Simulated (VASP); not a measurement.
Set up this calculation in VASP 6.6.1, as the native input.

```yaml
Task: single point
Functional: PBE
Potentials_or_basis: VASP PAW PBE potentials, release 64 (K_sv, Ti_sv)
Cutoff: 520 eV
k_mesh: 4 × 4 × 4
Occupations: gaussian, width 0.1 eV
Spin: no spin polarisation
Dipole_correction: no
Further_INCAR_settings: ALGO = Normal; EDIFF = 1e-06; NBANDS = 39
```

The structure of K2Ti lies in POSCAR:

```
K2Ti
1.0
    0.0000000000      4.8896223997      4.8896223997
    4.8896223997      0.0000000000      4.8896223997
    4.8896223997      4.8896223997      0.0000000000
K Ti
4 2
Direct
    0.6250000000      0.6250000000      0.6250000000
    0.1250000000      0.6250000000      0.6250000000
    0.6250000000      0.6250000000      0.1250000000
    0.6250000000      0.1250000000      0.6250000000
    0.0000000000      0.0000000000      0.0000000000
    0.2500000000      0.2500000000      0.2500000000
```

These files were run (other wordings do the same):

INCAR

```
SYSTEM = K2Ti
PREC = Accurate ; ENCUT = 520
EDIFF = 1E-6 ; ISMEAR = 0
SIGMA = 0.1 ; LREAL = .False.
LASPH = .True. ; NELM = 100
ALGO = Normal ; ISIF = 2
LWAVE = .False. ; LCHARG = .False.
GGA = PE ; NBANDS = 39
```

KPOINTS

```
Automatic mesh
0
Gamma
  4 4 4
  0 0 0
```

Potentials or basis: VASP PAW PBE potentials, release 64 (K_sv, Ti_sv).

Run with:

```sh
$ cat potpaw_PBE.64/K_sv/POTCAR potpaw_PBE.64/Ti_sv/POTCAR > POTCAR
$ mpirun -np 1 vasp_std > vasp.out
```

Results of the run:

| Property | Result |
| --- | --- |
| Pressure | 0.2 GPa |
| Band gap on the k mesh | zero (band 30 reaches 1.80 eV, above the bottom of band 31 at 1.78 eV) |

Run time: 2 min on 1 thread of Intel(R) Xeon(R) 6975P-C (Granite Rapids), with other jobs on the host, peak memory 0.4 GiB.
